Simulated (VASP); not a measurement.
A run of VASP 6.6.1:

The input POSCAR:

```
SrO
1.0
    0.0000000000      2.5803128249      2.5803128249
    2.5803128249      0.0000000000      2.5803128249
    2.5803128249      2.5803128249      0.0000000000
Sr O
1 1
Direct
    0.5000000000      0.5000000000      0.5000000000
    0.0000000000      0.0000000000      0.0000000000
```

INCAR.step1

```
SYSTEM = SrO
PREC = Accurate
ENCUT = 520
ISMEAR = 0
SIGMA = 0.02
LREAL = .False.
LASPH = .True.
NELM = 80
NBANDS = 15
GGA = PE
ALGO = Normal
EDIFF = 1E-4
LWAVE = .True.
LCHARG = .False.
```

Contents of INCAR.step2:

```
SYSTEM = SrO
PREC = Accurate
ENCUT = 520
EDIFF = 1E-6
ISMEAR = 0
SIGMA = 0.02
LREAL = .False.
LASPH = .True.
NELM = 80
ALGO = Normal
ISIF = 2
LWAVE = .False.
LCHARG = .False.
METAGGA = R2SCAN
LMIXTAU = .True.
NBANDS = 15
ISTART = 1
```

Contents of KPOINTS:

```
regular mesh
0
Gamma
  8 8 8
  0 0 0
```

Potentials or basis: VASP PAW PBE potentials, release 64 (Sr_sv, O).

Run with:

```sh
$ cat potpaw_PBE.64/Sr_sv/POTCAR potpaw_PBE.64/O/POTCAR > POTCAR
$ cp INCAR.step1 INCAR
$ mpirun -np 1 vasp_std > vasp.out
$ cp INCAR.step2 INCAR
$ mpirun -np 1 vasp_std > vasp.out
```

Hardware: 1 thread of AMD EPYC 7R13 (shared host).

How long does it take, and how much memory?

It took 3 min on 1 thread of AMD EPYC 7R13, with other jobs on the host, peak memory 0.14 GiB. Counts: k points 29.
